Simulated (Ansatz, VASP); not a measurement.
## AlNi: VASP beside Ansatz

File INCAR:

```
SYSTEM = AlNi
ALGO = Normal ; EDIFF = 1E-6
ENCUT = 600 ; GGA = PS
GGA_COMPAT = .False. ; ISIF = 2
ISMEAR = 0 ; LASPH = .True.
LCHARG = .False. ; LREAL = .False.
LWAVE = .False. ; NBANDS = 14
NELM = 120 ; PREC = Accurate
SIGMA = 0.15
```

The input KPOINTS:

```
k-points
0
Gamma
  20 20 20
  0 0 0
```

File POSCAR:

```
AlNi
1.0
    2.7190572744      0.0000000000      0.0000000000
    0.0000000000      2.7190572744      0.0000000000
    0.0000000000      0.0000000000      3.0052738296
Al Ni
1 1
Direct
    0.0000000000      0.0000000000      0.0000000000
    0.5000000000      0.5000000000      0.5000000000
```

Input for Ansatz:

```yaml
crystal:
  lattice:
    - [2.7190572744, 0.0, 0.0]
    - [0.0, 2.7190572744, 0.0]
    - [0.0, 0.0, 3.0052738296]
  atoms:
    - { symbol: Al, position: [0.0, 0.0, 0.0] }
    - { symbol: Ni, position: [0.5, 0.5, 0.5] }
basis:
  ecutwfc: 420
kpoints:
  mp_grid: { grid: [20, 20, 20] }
hamiltonian:
  xc: pbesol
scf:
  occupations: { method: gaussian, width: 0.15 }
output:
  forces: true
  stress: true
  eigenvalues: true
```

Change from the starting cell: strain -0.050 along x and y, +0.050 along z, atoms carried along.

Alike in both runs: task single point; functional PBEsol; k mesh 20 × 20 × 20; occupations gaussian, width 0.15 eV; no spin polarisation.

```csv
,VASP,Ansatz
version,VASP 6.6.1,Ansatz 0.2.0
potentials or method,"VASP PAW PBE potentials, release 64 (Al, Ni), cutoff 600 eV","scalar-relativistic, plane waves, PAW"
valence electrons in the cell,13,21
```

```tsv
	VASP	Ansatz	Ansatz less VASP
gap on the k mesh at the Fermi level (eV)	none	none	-
pressure (GPa)	11.1	11.0	-0.09
traceless stress, the component that is largest in VASP (GPa)	-4.56	-4.43	+0.129
```

VASP's potentials were made for PBE, not for PBEsol. A gap of «none» marks a metal or a gap that the smearing closes. The functional is the same, so the differences come from potentials, cutoffs and numerics. VASP's potentials hold 13 valence electrons a cell and Ansatz's 21, so a difference there can come from the potentials and not from the codes.
